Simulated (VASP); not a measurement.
Runs of VASP 6.6.1 on W. The structure is that of space group Pm-3n (No. 223), or close to it. The cells are those of the table. 

```tsv
task	level	cell	cutoff (eV)	gap on the mesh (eV)	pressure (GPa)	relaxed volume (Å³/atom)
single point	PBEsol+D3(BJ)	a = 4.992 Å, 8 atoms	520	none	(b)	-
relaxation of cell and atoms	PBEsol+D4	relaxed from a = 5.083 Å, 8 atoms	600	none	0.0	15.77
relaxation of cell and atoms	PBEsol	relaxed from a = 5.083 Å, 8 atoms	600	none	0.0	15.96
single point	PBEsol+D3(BJ)	a = 5.000 Å, 8 atoms	520	none	-0.7	-
relaxation of cell and atoms	PBEsol+D3(BJ)	relaxed from a = 5.083 Å, 8 atoms	600	none	0.0	(a)
```

Alike in all rows: potentials or basis VASP PAW PBE potentials, release 64 (W_sv); no spin polarisation; k mesh 5 × 5 × 5; smearing fermi-dirac 0.05 eV.

**Question.** Estimate the missing entries.

**Answer.** (a) 15.59; (b) 0.9.

Caveats: the PAW data sets were made with another functional, which shifts forces and pressure a little; spin-orbit coupling is left out, which moves the levels of the heavy elements; three body term missing (at least some runs).

A k mesh can miss the band edges, and the runs leave out spin-orbit coupling on W.

A gap of «none» marks levels without a gap at the run's occupations.
